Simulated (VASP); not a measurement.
# Al3B2P (P6/mmm) in VASP: relaxation of cell and atoms with PBE

Aim: the relaxation of cell and atoms of Al3B2P with PBE.

Program: VASP 6.6.1. These are calculated values, not measurements. Logs are shortened: lines on timing, memory, paths and dates and some standing lists are left out, and cuts for length are marked.

### 1 The cell of the first run

Symmetry: P6/mmm, No. 191, hexagonal system. Conventional cell: a = 6.185 Å, b = 6.185 Å, c = 2.549 Å, α = 90.00°, β = 90.00°, γ = 120.00°. Within 2.9 Å of Al (site symmetry mmm) lie 4 B at 2.19 Å and 2 Al at 2.55 Å. B (site symmetry -6m2) has 6 Al at 2.19 Å and 2 B at 2.55 Å within 2.9 Å. P (site symmetry 6/mmm) has 2 P at 2.55 Å and 12 Al at 3.34 Å within 3.4 Å.

The cell was built from a structure type or drawn by symmetry, and may not be a known phase.

### 2 Relaxation of cell and atoms, PBE

Input file INCAR:

```
SYSTEM = Al3B2P
ALGO = Normal
EDIFF = 1E-6
EDIFFG = -0.01
ENCUT = 600
GGA = PE
IBRION = 2
ISIF = 3
ISMEAR = 0
LASPH = .True.
LCHARG = .False.
LREAL = .False.
LWAVE = .False.
NELM = 80
NSW = 100
PREC = Accurate
SIGMA = 0.1
```

Input file KPOINTS:

```
k-points
0
Gamma
  6 6 14
  0 0 0
```

Input file POSCAR:

```
Al3B2P
1.0
    6.1845711814      0.0000000000      0.0000000000
   -3.0922855907      5.3559957546      0.0000000000
    0.0000000000      0.0000000000      2.5492086284
Al B P
3 2 1
Direct
    0.5000000000      0.5000000000      0.5000000000
    0.0000000000      0.5000000000      0.5000000000
    0.5000000000      0.0000000000      0.5000000000
    0.3333333333      0.6666666667      0.0000000000
    0.6666666667      0.3333333333      0.0000000000
    0.0000000000      0.0000000000      0.0000000000
```

Potentials or basis: VASP PAW PBE potentials, release 64 (Al, B, P).

On the command line:

```
$ cat potpaw_PBE.64/Al/POTCAR potpaw_PBE.64/B/POTCAR potpaw_PBE.64/P/POTCAR > POTCAR
$ mpirun -np 1 vasp_std > vasp.out
```

OUTCAR:

```text
SYSTEM = Al3B2P
   EDIFF = 1E-6
   EDIFFG = -0.01
   ENCUT = 600
   GGA = PE
   IBRION = 2
   ISIF = 3
   ISMEAR = 0
   LASPH = .True.
   LREAL = .False.
   NELM = 80
   NSW = 100
   PREC = Accurate

 ion  position               nearest neighbor table
   1  0.500  0.500  0.500-   4 2.19   5 2.19   4 2.19   5 2.19   3 3.09   3 3.09   2 3.09   2 3.09

   2  0.000  0.500  0.500-   4 2.19   5 2.19   4 2.19   5 2.19   3 3.09   3 3.09   1 3.09   1 3.09

   3  0.500  0.000  0.500-   4 2.19   5 2.19   4 2.19   5 2.19   1 3.09   2 3.09   1 3.09   2 3.09

   4  0.333  0.667  0.000-   3 2.19   3 2.19   2 2.19   2 2.19   1 2.19   1 2.19
   5  0.667  0.333  0.000-   3 2.19   3 2.19   2 2.19   2 2.19   1 2.19   1 2.19
   6  0.000  0.000  0.000-

  LATTYP: Found a hexagonal cell.
 ALAT       =     6.1845711814
 C/A-ratio  =     0.4121884208

  Lattice vectors:

 A1 = (   6.1845711814,   0.0000000000,   0.0000000000)
 A2 = (  -3.0922855907,   5.3559957546,   0.0000000000)
 A3 = (   0.0000000000,   0.0000000000,   2.5492086284)

Analysis of symmetry for initial positions (statically):
=====================================================================
 Subroutine PRICEL returns:
 Original cell was already a primitive cell.

 Routine SETGRP: Setting up the symmetry group for a
 hexagonal supercell.

 Subroutine GETGRP returns: Found 24 space group operations
 (whereof 24 operations were pure point group operations)
 out of a pool of 24 trial point group operations.

The static configuration has the point symmetry D_6h.

Analysis of symmetry for dynamics (positions and initial velocities):
=====================================================================
 Subroutine PRICEL returns:
 Original cell was already a primitive cell.

 Routine SETGRP: Setting up the symmetry group for a
 hexagonal supercell.

 Subroutine GETGRP returns: Found 24 space group operations
 (whereof 24 operations were pure point group operations)
 out of a pool of 24 trial point group operations.

The dynamic configuration has the point symmetry D_6h.

 Subroutine INISYM returns: Found 24 space group operations
 (whereof 24 operations are pure point group operations),
 and found     1 'primitive' translations

----------------------------------------------------------------------------------------

                                     Primitive cell

  volume of cell :      84.4414

  direct lattice vectors                    reciprocal lattice vectors
[... 113 lines left out ...]
   IMIX   =      4    mixing-type and parameters
     AMIX     =   0.40;   BMIX     =  1.00
     AMIX_MAG =   1.60;   BMIX_MAG =  1.00
  volume/ion in A,a.u.               =      14.07        94.97
  Fermi-wavevector in a.u.,A,eV,Ry     =   1.012900  1.914103 13.959111  1.025966
  Thomas-Fermi vector in A             =   2.146037
   LORBIT       =      0    0 simple, 1 ext, 2 COOP (PROOUT), +10 PAW based schemes
   GGA     = PE    functional components
   LHFCALC =     F    Hartree Fock is set to
   AEXX    =    0.0000 exact exchange contribution
   IVDW    =     0    specifies the selected vdW correction
   LEPSILON=     F    determine dielectric tensor
   LRPA    =     F    only Hartree local field effects (RPA)
 conjugate gradient relaxation of ions
 non-spin polarized calculation
 Gauss-broadening in eV      SIGMA  =   0.10
  energy-cutoff  :      600.00
  volume of cell :       84.44
 maximum number of plane-waves:      2856
 NGX is ok and might be reduce to    50
   NGX = 25   NGY = 25   NGZ = 11

--------------------------------------- Ionic step        1  -------------------------------------------

 number of electron      20.0000000 magnetization

 Free energy of the ion-electron system (eV)
  ---------------------------------------------------
  ext. energy  EPLUGINS =         0.00000000
  ---------------------------------------------------
  free energy    TOTEN  =       -27.07731557 eV

  energy without entropy =      -27.06734880  energy(sigma->0) =      -27.07233218

------------------------ aborting loop because EDIFF is reached ----------------------------------------

  FORCE on cell =-STRESS in cart. coord.  units (eV):
  Direction    XX          YY          ZZ          XY          YZ          ZX
  --------------------------------------------------------------------------------------
  -------------------------------------------------------------------------------------
  Total       -1.0041324     -1.0041324      2.1354548      0.0000000      0.0000000      0.0000000
  in kB      -19.0522542    -19.0522542     40.5177920      0.0000000      0.0000000      0.0000000
  external PRESSURE =       0.8044279 kB  Pullay stress =       0.0000000 kB
[... 147 lines left out ...]
--------------------------------------- Ionic step        5  -------------------------------------------

 number of electron      20.0000000 magnetization

 Free energy of the ion-electron system (eV)
  ---------------------------------------------------
  ext. energy  EPLUGINS =         0.00000000
  ---------------------------------------------------
  free energy    TOTEN  =       -27.11484429 eV

  energy without entropy =      -27.10863297  energy(sigma->0) =      -27.11173863

 E-fermi :   7.0482     XC(G=0): -10.3526

 val. band max:        7.0440631440   @ k =   0.5000  -0.0000   0.4286
 cond. band min:       7.0791112269   @ k =   0.5000  -0.0000   0.3571
 fundamental gap:      0.0350480829
 Fermi energy:         7.0481814120

 k-point     1 :       0.0000    0.0000    0.0000
  band No.  band energies     occupation
      1      -5.6764      2.00000
      2      -3.3324      2.00000
      3      -2.3251      2.00000
      4      -0.0729      2.00000
      5      -0.0729      2.00000
      6       1.5686      2.00000
      7       1.5686      2.00000
      8       6.2845      2.00000
      9       6.2845      2.00000
     10       9.3325      0.00000
     11      11.0528      0.00000
     12      11.6058      0.00000
     13      12.1666      0.00000
     14      12.4075      0.00000
[... 377 lines left out ...]
      1      -4.2793      2.00000
      2      -3.0391      2.00000
      3      -2.2927      2.00000
      4       0.3826      2.00000
      5       1.8101      2.00000
      6       3.8537      2.00000
      7       4.1349      2.00000
      8       5.0877      2.00000
      9       6.1095      2.00000
     10       6.6864      2.00000
     11       7.6096      0.00000
     12       8.3362      0.00000
     13       9.5801      0.00000
     14      10.7218      0.00000

 [... further k-points ...]
[... 5 lines left out ...]
  --------------------------------------------------------------------------------------
  -------------------------------------------------------------------------------------
  Total        0.0152769      0.0152769     -0.0512038      0.0000000     -0.0000000      0.0000000
  in kB        0.2918645      0.2918645     -0.9782461      0.0000000     -0.0000000      0.0000000
  external PRESSURE =      -0.1315057 kB  Pullay stress =       0.0000000 kB
[... 21 lines left out ...]
  FREE ENERGIE OF THE ION-ELECTRON SYSTEM (eV)
  ---------------------------------------------------
  free  energy   TOTEN  =       -27.1148442857 eV

  energy  without entropy=      -27.1086329723  energy(sigma->0) =      -27.11173863

 reached required accuracy - stopping structural energy minimisation
```

OSZICAR:

```text
N       E                     dE             d eps       ncg     rms          rms(c)
DAV:   1     0.418832592835E+02    0.41883E+02   -0.88180E+03  1568   0.133E+03
DAV:   2    -0.271267404906E+02   -0.69010E+02   -0.66996E+02  2112   0.172E+02
DAV:   3    -0.310808704905E+02   -0.39541E+01   -0.38578E+01  2090   0.384E+01
[... 37 lines left out ...]
DAV:   2    -0.271148671609E+02    0.85259E-04   -0.27277E-04  1856   0.924E-02    0.280E-02
DAV:   3    -0.271148497817E+02    0.17379E-04   -0.56221E-05  1784   0.434E-02    0.100E-02
DAV:   4    -0.271148457073E+02    0.40744E-05   -0.46511E-06  1772   0.125E-02    0.453E-03
DAV:   5    -0.271148444226E+02    0.12847E-05   -0.94801E-07   892   0.556E-03    0.201E-03
DAV:   6    -0.271148442857E+02    0.13691E-06   -0.98780E-08   880   0.242E-03
   5 F= -.27114844E+02 E0= -.27111739E+02  d E =-.161426E-02
```

CONTCAR:

```text
Al3B2P
   1.00000000000000
     6.1036148514339699    0.0000000000000000    0.0000000000000000
    -3.0518074257169849    5.2858855162524794   -0.0000000000000000
    -0.0000000000000000   -0.0000000000000000    2.5993212527612464
  Al              B               P
     3     2     1
Direct
     0.5000000000000000    0.5000000000000000    0.5000000000000000
     0.0000000000000000    0.5000000000000000    0.5000000000000000
     0.5000000000000000    0.0000000000000000    0.5000000000000000
     0.3333333332999970    0.6666666667000030    0.0000000000000000
     0.6666666667000030    0.3333333332999970    0.0000000000000000
     0.0000000000000000    0.0000000000000000    0.0000000000000000

  0.00000000E+00  0.00000000E+00  0.00000000E+00
  0.00000000E+00  0.00000000E+00  0.00000000E+00
  0.00000000E+00  0.00000000E+00  0.00000000E+00
  0.00000000E+00  0.00000000E+00  0.00000000E+00
  0.00000000E+00  0.00000000E+00  0.00000000E+00
  0.00000000E+00  0.00000000E+00  0.00000000E+00
```

Run time: 2.7 min. Hardware: 1 thread of AMD EPYC 7R43 (Zen 3), shared host; peak memory 0.23 GiB.

Results:

```yaml
Free_energy: -27.1148 eV
Relaxed_volume: 13.98 Å³/atom
Relaxed_cell: a = 6.104 Å, b = 6.104 Å, c = 2.599 Å, α = 90.00°, β = 90.00°, γ = 120.00°
Space_group_after_relaxing_to_0.1_Å: P6/mmm (No. 191)
Energy_gained_by_relaxing: 6.3 meV/atom
Ionic_steps: 5
Pressure_after_relaxing: 0.0 GPa
Band_gap_on_the_k_mesh: zero (bands 10 and 11 overlap by 3.80 eV)
```

Stress tensor (GPa, compression positive):
```
 0.03  0.00  0.00
 0.00  0.03  0.00
 0.00  0.00 -0.10
```

Step by step:
| step | energy change (eV) | largest force (eV/Å) | pressure (GPa) | volume (Å³) |
| --- | --- | --- | --- | --- |
| 1 | 0.0000 | 0.0000 | 0.08 | 84.44 |
| 2 | -0.0344 | 0.0000 | -0.63 | 84.51 |
| 3 | -0.0359 | 0.0000 | -0.77 | 84.52 |
| 4 | -0.0374 | 0.0000 | 0.22 | 83.66 |
| 5 | -0.0375 | 0.0000 | -0.01 | 83.86 |

Final structure:
```
Al B P
1.0
     6.10361    0.00000    0.00000
    -3.05181    5.28589    0.00000
     0.00000    0.00000    2.59932
Al B P
3 2 1
Direct
  0.50000 0.50000 0.50000
  0.00000 0.50000 0.50000
  0.50000 0.00000 0.50000
  0.33333 0.66667 0.00000
  0.66667 0.33333 0.00000
  0.00000 0.00000 0.00000
```

Levels at points of the mesh, in eV from the Fermi level:
```tsv
k point	band 6	band 7	band 8	band 9	band 10	band 11	band 12	band 13	band 14
(0.00, 0.00, 0.00)	-5.48	-5.48	-0.76	-0.76	2.28	4.00	4.56	5.12	5.36
(0.50, 0.00, 0.00)	-4.27	-3.04	-2.73	-2.05	0.29	2.97	3.02	4.21	4.37
(0.00, 0.00, 0.50)	-4.37	-3.54	-3.54	-1.45	-1.45	0.48	0.48	0.87	0.87
(0.50, 0.00, 0.50)	-4.83	-3.92	-1.73	-0.61	-0.58	0.39	0.57	1.00	1.35
```
